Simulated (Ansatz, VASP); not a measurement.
ZnS: VASP beside Ansatz

```
Zn S
1.0
     3.88574    0.00000    0.00000
    -1.94287    3.36515    0.00000
     0.00000    0.00000    6.35627
Zn S
2 2
Direct
  0.33333 0.66667 0.00000
  0.66667 0.33333 0.50000
  0.33333 0.66667 0.38500
  0.66667 0.33333 0.88500
```

Change from the starting cell: volume scaled by 1.06, PAW files.

Alike in both runs: task electric field gradients; functional PBEsol; k mesh 8 × 8 × 5; occupations fermi-dirac, width 0.03 eV; no spin polarisation.

|  | VASP | Ansatz |
| --- | --- | --- |
| version | VASP 6.6.1 | Ansatz 0.2.0 |
| potentials or method | VASP PAW PBE potentials, release 64 (Zn, S) | PAW with Ansatz's default frozen-core files, scalar-relativistic |
| plane-wave cutoff (eV) | 520 | 420 |
| valence electrons in the cell | 36 | 36 |

Ansatz gave:

* gap on the k mesh at the Fermi level (eV): 1.84
* pressure (GPa): -5.0
* traceless stress, the component that is largest in VASP (GPa): -0.71
* rms of the force components (eV/Å): 0.140
* size of Vzz on the site where it differs most (V/Å²): 17.0

Problem. Which values does VASP return?

Solution. gap on the k mesh at the Fermi level (eV): 1.85; pressure (GPa): -4.8; traceless stress, the component that is largest in VASP (GPa): -0.71; rms of the force components (eV/Å): 0.141; size of Vzz on the site where it differs most (V/Å²): 17.9.

VASP's potentials were made for PBE, not for PBEsol. Atom by atom the forces differ by 0.001 eV/Å (rms over components).
